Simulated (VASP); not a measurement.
Input of a VASP 6.6.1 run:

The input INCAR:

```
PREC = Accurate
ENCUT = 520
EDIFF = 1E-6
ISMEAR = -1
SIGMA = 0.05
LREAL = F
LASPH = T
NELM = 80
ALGO = Normal
ISIF = 2
LWAVE = F
LCHARG = T
GGA = PS
LELF = T
LVHAR = T
NBANDS = 9
```

File KPOINTS:

```
regular mesh
0
Gamma
  9 9 9
```

File POSCAR:

```
Te
1.0
    2.3694598555      1.3680082854      1.4104842363
   -2.3694598555      1.3680082854      1.4104842363
    0.0000000000     -2.7360165708      1.4104842363
Te
1
Direct
    0.5000000000      0.5000000000      0.5000000000
```

Potentials or basis: VASP PAW PBE potentials, release 64 (Te).

Run with:

```console
$ cat potpaw_PBE.64/Te/POTCAR > POTCAR
$ mpirun -np 1 vasp_std > vasp.out
```

Question: Predict the pressure.

Answer: 5.1 GPa.

Question: Predict the band gap on the k mesh.

Answer: Zero (band 3 reaches 11.05 eV, above the bottom of band 4 at 5.70 eV).

Stress tensor (GPa, compression positive):
```
5.10 0.00 0.00
0.00 5.10 0.00
0.00 0.00 4.98
```

Caveat: the PAW data sets were made with another functional, which shifts forces and pressure a little; spin-orbit coupling is left out, which moves the levels of the heavy elements.
